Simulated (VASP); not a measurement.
Wanted: the native input for a VASP 6.6.1 run.

```yaml
Task: single point
Functional: PBE
Potentials_or_basis: VASP PAW PBE potentials, release 64 (Ge_d, Sb, Te)
Cutoff: 520 eV
k_mesh: 9 × 9 × 2
Occupations: gaussian, width 0.03 eV
Spin: no spin polarisation
Dipole_correction: no
Further_INCAR_settings: ALGO = Normal; EDIFF = 1e-06; NBANDS = 44
```

The structure of Ge2Sb2Te5 lies in POSCAR:

```
Ge2Sb2Te5
1.0
    4.2639992940      0.0000000000      0.0000000000
   -2.1319996470      3.6927317103      0.0000000000
    0.0000000000      0.0000000000     18.3880000000
Ge Sb Te
2 2 5
Direct
    0.0000000000      0.0000000000      0.3314713560
    0.0000000000      0.0000000000      0.6685286440
    0.3333333333      0.6666666667      0.1121550832
    0.6666666667      0.3333333333      0.8878449168
    0.0000000000      0.0000000000      0.0000000000
    0.3333333333      0.6666666667      0.7913602895
    0.6666666667      0.3333333333      0.2086397105
    0.3333333333      0.6666666667      0.4097504733
    0.6666666667      0.3333333333      0.5902495267
```

One way to write it, as run:

INCAR

```
ALGO = Normal
EDIFF = 1E-6
ENCUT = 520
GGA = PE
ISIF = 2
ISMEAR = 0
LASPH = True
LCHARG = False
LREAL = False
LWAVE = False
NBANDS = 44
NELM = 60
PREC = Accurate
SIGMA = 0.03
```

KPOINTS

```
k-points
0
Gamma
  9 9 2
```

Potentials or basis: VASP PAW PBE potentials, release 64 (Ge_d, Sb, Te).

Command:

```bash
$ cat potpaw_PBE.64/Ge_d/POTCAR potpaw_PBE.64/Sb/POTCAR potpaw_PBE.64/Te/POTCAR > POTCAR
$ mpirun -np 1 vasp_std > vasp.out
```

It gave:

```yaml
Pressure: -0.7 GPa
Largest_force: 0.126 eV/Å
Band_gap_on_the_k_mesh: 0.13 eV (least direct gap 0.21 eV)
```

Caveat: semilocal functionals underestimate gaps, and a narrow one can read as zero; spin-orbit coupling is left out, which moves the levels of the heavy elements; this functional lacks dispersion, which binds layers or chains, so the pressure and a relaxed spacing across them are unreliable.

Run time: 11 min on 1 thread of Oxide Virtual Turin-like Processor, with other jobs on the host, peak memory 0.51 GiB.
